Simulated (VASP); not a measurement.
Runs of VASP 6.6.1 on KCl. The structure is that of space group P4/mmm (No. 123), or close to it. The cells are those of the table. 

```csv
cell,gap on the mesh (eV),pressure (GPa)
"a = 4.310, b = 4.310, c = 3.047 Å, 2 atoms",(a),1.4
"a = 3.421, b = 3.421, c = 4.837 Å, 2 atoms",2.48,0.2
"a = 3.719, b = 3.719, c = 4.091 Å, 2 atoms",(b),0.0
"a = 4.432, b = 4.432, c = 2.881 Å, 2 atoms",1.23,2.8
"a = 4.171, b = 4.171, c = 3.253 Å, 2 atoms",3.25,0.4
"a = 3.613, b = 3.613, c = 4.335 Å, 2 atoms",3.98,0.0
"a = 3.354, b = 3.354, c = 5.031 Å, 2 atoms",1.81,0.4
"a = 4.053, b = 4.053, c = 3.445 Å, 2 atoms",3.95,0.1
"a = 3.518, b = 3.518, c = 4.573 Å, 2 atoms",3.32,0.1
"a = 3.947, b = 3.947, c = 3.632 Å, 2 atoms",4.45,0.0
```

Alike in all rows: task single point; level PBE; potentials or basis VASP PAW PBE potentials, release 64 (K_sv, Cl); no spin polarisation; k mesh 8 × 8 × 8; cutoff (eV) 520; smearing gaussian 0.05 eV.

**Question.** Fill in the values left out.

**Answer.** (a) 2.26; (b) 4.51.

A k mesh can miss the band edges.
